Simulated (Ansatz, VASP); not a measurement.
## Au in VASP and in Ansatz

```
CELL_PARAMETERS angstrom
-1.60755 1.60755 1.68213
1.60755 -1.60755 1.68213
1.60755 1.60755 -1.68213
ATOMIC_POSITIONS crystal
Au 0.00000 0.00000 0.00000
```

Change from the starting cell: strain -0.030 along x and y, +0.015 along z, atoms carried along.

Alike in both runs: task single point; functional r2SCAN; k mesh 20 × 20 × 20; occupations gaussian, width 0.15 eV; no spin polarisation.

|  | VASP | Ansatz |
| --- | --- | --- |
| version | VASP 6.6.1 | Ansatz 0.2.0 |
| potentials or method | VASP PAW PBE potentials, release 64 (Au), cutoff 520 eV | scalar-relativistic, plane waves, PAW |
| valence electrons in the cell | 11 | 19 |

Ansatz gave:

| Property | Result |
| --- | --- |
| gap on the k mesh at the Fermi level (eV) | none |
| pressure (GPa) | 1.8 |
| traceless stress, the component that is largest in VASP (GPa) | 0.16 |

**Question.** Which values does VASP return?

**Answer.** gap on the k mesh at the Fermi level (eV): none; pressure (GPa): 2.1; traceless stress, the component that is largest in VASP (GPa): 0.17.

VASP's potentials were made for PBE, not for r2SCAN. A gap of «none» marks a metal or a gap that the smearing closes. With one functional, cell and mesh, what is left measures potentials, basis and numerics. VASP's potentials hold 11 valence electrons a cell and Ansatz's 19, so a difference there can come from the potentials and not from the codes.

Neither program's run includes spin-orbit coupling.
